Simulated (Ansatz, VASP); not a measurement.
One calculation of Ti, two programs

Contents of INCAR:

```
PREC = Accurate
ENCUT = 520
EDIFF = 1E-7
ISMEAR = 0
SIGMA = 0.15
LREAL = False
LASPH = True
NELM = 60
ALGO = Normal
ISIF = 2
LWAVE = False
LCHARG = False
GGA = PE
NBANDS = 12
```

KPOINTS

```
regular mesh
0
Gamma
  20 20 20
```

The input POSCAR:

```
Ti
1.0
   -1.6081800000      1.6410000000      1.6410000000
    1.6081800000     -1.6410000000      1.6410000000
    1.6081800000      1.6410000000     -1.6410000000
Ti
1
Direct
    0.0000000000      0.0000000000      0.0000000000
```

Input for Ansatz:

```yaml
crystal:
  lattice:
    - [-1.60818, 1.641, 1.641]
    - [1.60818, -1.641, 1.641]
    - [1.60818, 1.641, -1.641]
  atoms:
    - { symbol: Ti, position: [0.0, 0.0, 0.0] }
basis:
  ecutwfc: 420
kpoints:
  mp_grid: { grid: [20, 20, 20] }
hamiltonian:
  xc: pbe
scf:
  occupations: { method: gaussian, width: 0.15 }
output:
  forces: true
  stress: true
  eigenvalues: true
```

Change from the starting cell: strain -0.0200 x Voigt [1, 0, 0, 0, 0, 0], atoms carried along.

Alike in both runs: task single point; functional PBE; k mesh 20 × 20 × 20; occupations gaussian, width 0.15 eV; no spin polarisation.

```csv
,VASP,Ansatz
version,VASP 6.6.1,Ansatz 0.2.0
potentials or method,"VASP PAW PBE potentials, release 64 (Ti_sv), cutoff 520 eV","scalar-relativistic, plane waves, PAW"
valence electrons in the cell,12,12
```

|  | VASP | Ansatz | Ansatz less VASP |
| --- | --- | --- | --- |
| gap on the k mesh at the Fermi level (eV) | none | none | - |
| pressure (GPa) | -0.6 | -0.3 | +0.25 |
| traceless stress, the component that is largest in VASP (GPa) | -0.38 | -0.37 | +0.003 |

A gap of «none» marks a metal or a gap that the smearing closes. With one functional, cell and mesh, what is left measures potentials, basis and numerics.
